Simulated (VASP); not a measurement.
# SrO (Fm-3m) in VASP: further runs

SrO is run at these levels: PBE; tasks: single point.

Everything below comes from runs of VASP 6.6.1. Logs are shortened: lines on timing, memory, paths and dates and some standing lists are left out, and cuts for length are marked.

## Step 1: The cell of the first run

It takes space group Fm-3m (No. 225, cubic). Conventional cell: a = 5.089 Å, b = 5.089 Å, c = 5.089 Å, α = 90.00°, β = 90.00°, γ = 90.00°. Sr (site symmetry m-3m) has 6 O at 2.54 Å within 3.4 Å. O (site symmetry m-3m) has 6 Sr at 2.54 Å within 3.4 Å.

## Step 2: Single point, PBE (16.47 Å³/atom)

File INCAR:

```
PREC = Accurate
ENCUT = 520
EDIFF = 1E-6
ISMEAR = 0
SIGMA = 0.01
LREAL = F
LASPH = T
NELM = 100
ALGO = Normal
ISIF = 2
LWAVE = F
LCHARG = F
GGA = PE
NBANDS = 15
```

File KPOINTS:

```
regular mesh
0
Gamma
  8 8 8
```

File POSCAR:

```
SrO
1.0
    0.0000000000      2.5443505505      2.5443505505
    2.5443505505      0.0000000000      2.5443505505
    2.5443505505      2.5443505505      0.0000000000
Sr O
1 1
Direct
    0.5000000000      0.5000000000      0.5000000000
    0.0000000000      0.0000000000      0.0000000000
```

Potentials or basis: VASP PAW PBE potentials, release 64 (Sr_sv, O).

Started as:

```bash
$ cat potpaw_PBE.64/Sr_sv/POTCAR potpaw_PBE.64/O/POTCAR > POTCAR
$ mpirun -np 1 vasp_std > vasp.out
```

OUTCAR:

```text
PREC = Accurate
   ENCUT = 520
   EDIFF = 1E-6
   ISMEAR = 0
   LREAL = F
   LASPH = T
   NELM = 100
   ISIF = 2
   GGA = PE

 ion  position               nearest neighbor table
   1  0.500  0.500  0.500-   2 2.54   2 2.54   2 2.54   2 2.54   2 2.54   2 2.54
   2  0.000  0.000  0.000-   1 2.54   1 2.54   1 2.54   1 2.54   1 2.54   1 2.54

  LATTYP: Found a face centered cubic cell.
 ALAT       =     5.0887011010

  Lattice vectors:

 A1 = (   0.0000000000,   2.5443505505,   2.5443505505)
 A2 = (   2.5443505505,   0.0000000000,   2.5443505505)
 A3 = (   2.5443505505,   2.5443505505,   0.0000000000)

Analysis of symmetry for initial positions (statically):
=====================================================================
 Subroutine PRICEL returns:
 Original cell was already a primitive cell.

 Routine SETGRP: Setting up the symmetry group for a
 face centered cubic supercell.

 Subroutine GETGRP returns: Found 48 space group operations
 (whereof 48 operations were pure point group operations)
 out of a pool of 48 trial point group operations.

The static configuration has the point symmetry O_h .

Analysis of symmetry for dynamics (positions and initial velocities):
=====================================================================
 Subroutine PRICEL returns:
 Original cell was already a primitive cell.

 Routine SETGRP: Setting up the symmetry group for a
 face centered cubic supercell.

 Subroutine GETGRP returns: Found 48 space group operations
 (whereof 48 operations were pure point group operations)
 out of a pool of 48 trial point group operations.

The dynamic configuration has the point symmetry O_h .

 Subroutine INISYM returns: Found 48 space group operations
 (whereof 48 operations are pure point group operations),
 and found     1 'primitive' translations

----------------------------------------------------------------------------------------

                                     Primitive cell

  volume of cell :      32.9428

  direct lattice vectors                    reciprocal lattice vectors
     0.000000000  2.544350550  2.544350550    -0.196513802  0.196513802  0.196513802
     2.544350550  0.000000000  2.544350550     0.196513802 -0.196513802  0.196513802
     2.544350550  2.544350550  0.000000000     0.196513802  0.196513802 -0.196513802

  length of vectors
     3.598255056  3.598255056  3.598255056     0.340371889  0.340371889  0.340371889

  position of ions in fractional coordinates (direct lattice)
     0.500000000  0.500000000  0.500000000
     0.000000000  0.000000000  0.000000000

  ion indices of the primitive-cell ions
   primitive index   ion index
                 1           1
                 2           2

----------------------------------------------------------------------------------------

 KPOINTS: regular mesh

Automatic generation of k-mesh.
 Grid dimensions read from file:
 generate k-points for:    8    8    8

 Generating k-lattice:

  Cartesian coordinates                     Fractional coordinates (reciprocal lattice)
    -0.024564225  0.024564225  0.024564225     0.125000000  0.000000000  0.000000000
     0.024564225 -0.024564225  0.024564225     0.000000000  0.125000000  0.000000000
     0.024564225  0.024564225 -0.024564225     0.000000000  0.000000000  0.125000000

  Length of vectors
     0.042546486  0.042546486  0.042546486

  Shift w.r.t. Gamma in fractional coordinates (k-lattice)
     0.000000000  0.000000000  0.000000000

 Subroutine IBZKPT returns following result:
 ===========================================

 Found     29 irreducible k-points:

 Following reciprocal coordinates:
            Coordinates               Weight
  0.000000  0.000000  0.000000      1.000000
  0.125000  0.000000  0.000000      8.000000
  0.250000  0.000000  0.000000      8.000000
  0.375000  0.000000  0.000000      8.000000
  0.500000  0.000000  0.000000      4.000000
  0.125000  0.125000  0.000000      6.000000
[... 16 lines left out ...]
  0.500000  0.250000  0.125000     48.000000
 -0.375000  0.250000  0.125000     24.000000
 [... further k-points ...]
   k-points           NKPTS =     29   k-points in BZ     NKDIM =     29   number of bands    NBANDS=     15
   number of dos      NEDOS =    301   number of ions     NIONS =      2
   total plane-waves  NPLWV =  21952
   dimension x,y,z NGX =    28 NGY =   28 NGZ =   28
   dimension x,y,z NGXF=    56 NGYF=   56 NGZF=   56
   ions per type =               1   1
   NGX,Y,Z   is equivalent  to a cutoff of  12.94, 12.94, 12.94 a.u.
   NGXF,Y,Z  is equivalent  to a cutoff of  25.87, 25.87, 25.87 a.u.
 SYSTEM =  unknown system
   PREC   = accura    normal or accurate (medium, high low for compatibility)
   ISTART =      0    job   : 0-new  1-cont  2-samecut
   ICHARG =      2    charge: 1-file 2-atom 10-const
   ISPIN  =      1    spin polarized calculation?
   LNONCOLLINEAR =      F non collinear calculations
   LSORBIT =      F    spin-orbit coupling
   LASPH  =      T    aspherical Exc in radial PAW
   ENCUT  =  520.0 eV  38.22 Ry    6.18 a.u.   6.69  6.69  6.69*2*pi/ulx,y,z
   NELM   =    100;   NELMIN=  2; NELMDL= -5     # of ELM steps
   EDIFF  = 0.1E-05   stopping-criterion for ELM
   LREAL  =      F    real-space projection
[... 7 lines left out ...]
   TEBEG  =    0.0;   TEEND  =   0.0 temperature during run
   PSTRESS=    0.0 pullay stress
   NELECT =      16.0000    total number of electrons
   NUPDOWN=      -1.0000    fix difference up-down
   EMIN   =  10.00;   EMAX   =-10.00  energy-range for DOS
   EFERMI =   0.00;   METHOD = LEGACY
   ISMEAR =     0;   SIGMA  =   0.01  broadening in eV -4-tet -1-fermi 0-gaus
   EFERMI_NEDOS =   21; number of points for ismear=-14 and -15
   IALGO  =     38    algorithm
   IMIX   =      4    mixing-type and parameters
     AMIX     =   0.40;   BMIX     =  1.00
     AMIX_MAG =   1.60;   BMIX_MAG =  1.00
  volume/ion in A,a.u.               =      16.47       111.15
  Fermi-wavevector in a.u.,A,eV,Ry     =   1.286850  2.431794 22.531011  1.655983
  Thomas-Fermi vector in A             =   2.418900
   LORBIT       =      0    0 simple, 1 ext, 2 COOP (PROOUT), +10 PAW based schemes
   GGA     = PE    functional components
   LHFCALC =     F    Hartree Fock is set to
   AEXX    =    0.0000 exact exchange contribution
   IVDW    =     0    specifies the selected vdW correction
   LEPSILON=     F    determine dielectric tensor
   LRPA    =     F    only Hartree local field effects (RPA)
 non-spin polarized calculation
 Gauss-broadening in eV      SIGMA  =   0.01
  energy-cutoff  :      520.00
  volume of cell :       32.94
 maximum number of plane-waves:       905
   NGX = 13   NGY = 13   NGZ = 13

 number of electron      15.9999995 magnetization

 Free energy of the ion-electron system (eV)
  ---------------------------------------------------
  ext. energy  EPLUGINS =         0.00000000
  ---------------------------------------------------
  free energy    TOTEN  =       -12.00806470 eV

  energy without entropy =      -12.00806470  energy(sigma->0) =      -12.00806470

 E-fermi :   1.9283     XC(G=0): -10.1752

 val. band max:        1.8140645524   @ k =   0.0000   0.0000   0.0000
 cond. band min:       5.0582670243   @ k =   0.5000   0.5000   0.0000
 fundamental gap:      3.2442024719
 Fermi energy:         1.9282935420

 k-point     1 :       0.0000    0.0000    0.0000
  band No.  band energies     occupation
      1     -30.4682      2.00000
      2     -13.3159      2.00000
      3     -12.0713      2.00000
      4     -12.0713      2.00000
      5     -12.0713      2.00000
      6       1.8141      2.00000
      7       1.8141      2.00000
      8       1.8141      2.00000
      9       6.0256      0.00000
     10       8.0923      0.00000
     11       8.0923      0.00000
     12       8.0923      0.00000
     13      10.3309      0.00000
     14      10.3309      0.00000
     15      14.6790      0.00000

 k-point     2 :       0.1250    0.0000    0.0000
  band No.  band energies     occupation
      1     -30.4454      2.00000
      2     -13.6841      2.00000
      3     -12.0844      2.00000
      4     -12.0844      2.00000
      5     -11.7584      2.00000
      6       1.3542      2.00000
      7       1.6050      2.00000
      8       1.6050      2.00000
      9       6.7332      0.00000
     10       7.9430      0.00000
     11       8.4090      0.00000
     12       8.4090      0.00000
     13      10.7601      0.00000
     14      10.7601      0.00000
     15      15.7075      0.00000

 k-point     3 :       0.2500    0.0000    0.0000
  band No.  band energies     occupation
      1     -30.3897      2.00000
      2     -14.2795      2.00000
      3     -12.1156      2.00000
      4     -12.1156      2.00000
      5     -11.2963      2.00000
      6       0.5069      2.00000
      7       1.1555      2.00000
      8       1.1555      2.00000
      9       7.8999      0.00000
     10       8.2897      0.00000
     11       9.2698      0.00000
     12       9.2698      0.00000
     13      11.8293      0.00000
     14      11.8293      0.00000
     15      17.7833      0.00000
[... 343 lines left out ...]
 k-point    23 :       0.5000    0.2500    0.1250
  band No.  band energies     occupation
      1     -30.3042      2.00000
      2     -14.4873      2.00000
      3     -12.4745      2.00000
      4     -12.2637      2.00000
      5     -11.2746      2.00000
      6       0.2430      2.00000
      7       0.8371      2.00000
      8       1.2930      2.00000
      9       7.4451      0.00000
     10       9.1942      0.00000
     11      10.9451      0.00000
     12      11.0640      0.00000
     13      13.1511      0.00000
     14      14.1551      0.00000
     15      16.4945      0.00000

 k-point    24 :      -0.3750    0.2500    0.1250
  band No.  band energies     occupation
      1     -30.2855      2.00000
      2     -14.5593      2.00000
      3     -12.4992      2.00000
      4     -12.3250      2.00000
      5     -11.2451      2.00000
      6       0.2022      2.00000
      7       0.9204      2.00000
      8       1.0131      2.00000
      9       8.2960      0.00000
     10       8.6718      0.00000
     11      11.3817      0.00000
     12      11.5040      0.00000
     13      13.6926      0.00000
     14      15.0656      0.00000
     15      15.5598      0.00000

 [... further k-points ...]

------------------------ aborting loop because EDIFF is reached ----------------------------------------

  FORCE on cell =-STRESS in cart. coord.  units (eV):
  Direction    XX          YY          ZZ          XY          YZ          ZX
  --------------------------------------------------------------------------------------
  -------------------------------------------------------------------------------------
  Total        1.3789072      1.3789072      1.3789072      0.0000000      0.0000000      0.0000000
  in kB       67.0632802     67.0632802     67.0632802      0.0000000      0.0000000      0.0000000
  external PRESSURE =      67.0632802 kB  Pullay stress =       0.0000000 kB

 VOLUME and BASIS-vectors are now :
 -----------------------------------------------------------------------------
  energy-cutoff  :      520.00
  volume of cell :       32.94
      direct lattice vectors                 reciprocal lattice vectors
     0.000000000  2.544350550  2.544350550    -0.196513802  0.196513802  0.196513802
     2.544350550  0.000000000  2.544350550     0.196513802 -0.196513802  0.196513802
     2.544350550  2.544350550  0.000000000     0.196513802  0.196513802 -0.196513802

 POSITION                                       TOTAL-FORCE (eV/Angst)
 -----------------------------------------------------------------------------------
      2.54435      2.54435      2.54435         0.000000      0.000000      0.000000
      0.00000      0.00000      0.00000        -0.000000     -0.000000     -0.000000
 -----------------------------------------------------------------------------------
    total drift:                                0.000000      0.000000      0.000000

  FREE ENERGIE OF THE ION-ELECTRON SYSTEM (eV)
  ---------------------------------------------------
  free  energy   TOTEN  =       -12.0080646965 eV

  energy  without entropy=      -12.0080646965  energy(sigma->0) =      -12.00806470
```

It took 7.5 s on 1 thread of Intel Xeon 6975P-C (Granite Rapids), shared host; peak memory 0.16 GiB.

What came out:

```yaml
Free_energy: -12.0081 eV
Pressure: 6.7 GPa
Band_gap_on_the_k_mesh: 3.24 eV (least direct gap 3.31 eV)
```

Caveat: the cell stands under pressure.

(Continued in part 2 of 2.)
